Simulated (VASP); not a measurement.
A run of VASP 6.6.1 is set up as follows.

File INCAR:

```
SYSTEM = TiB2
ALGO = Normal
EDIFF = 1E-8
ENCUT = 520
GGA = PE
ISIF = 2
ISMEAR = -1
LASPH = .TRUE.
LCHARG = .FALSE.
LEFG = .TRUE.
LREAL = .FALSE.
LWAVE = .FALSE.
NBANDS = 16
NELM = 60
PREC = Accurate
SIGMA = 0.08
```

KPOINTS

```
k-points
0
G
  15 15 13
  0 0 0
```

File POSCAR:

```
TiB2
1.0
    3.0492597015      0.0000000000      0.0000000000
   -1.5246298507      2.6407363642      0.0000000000
    0.0000000000      0.0000000000      3.2497807555
Ti B
1 2
Direct
    0.0000000000      0.0000000000      0.0000000000
    0.3333333333      0.6666666667      0.5000000000
    0.6666666667      0.3333333333      0.5000000000
```

Potentials or basis: VASP PAW PBE potentials, release 64 (Ti_sv, B).

Command:

```console
$ cat potpaw_PBE.64/Ti_sv/POTCAR potpaw_PBE.64/B/POTCAR > POTCAR
$ mpirun -np 1 vasp_std > vasp.out
```

Problem. Estimate the band gap on the k mesh.

Solution. Zero (band 9 reaches 10.08 eV, above the bottom of band 10 at 9.63 eV).

Problem. Estimate the pressure.

Solution. -4.5 GPa.

Stress tensor (GPa, compression positive):
```
-4.49  0.00  0.00
 0.00 -4.49  0.00
 0.00  0.00 -4.40
```

Caveat: without QUAD_EFG the Cq values of the log hold for a quadrupole moment of 1 mb, not for the nuclei.
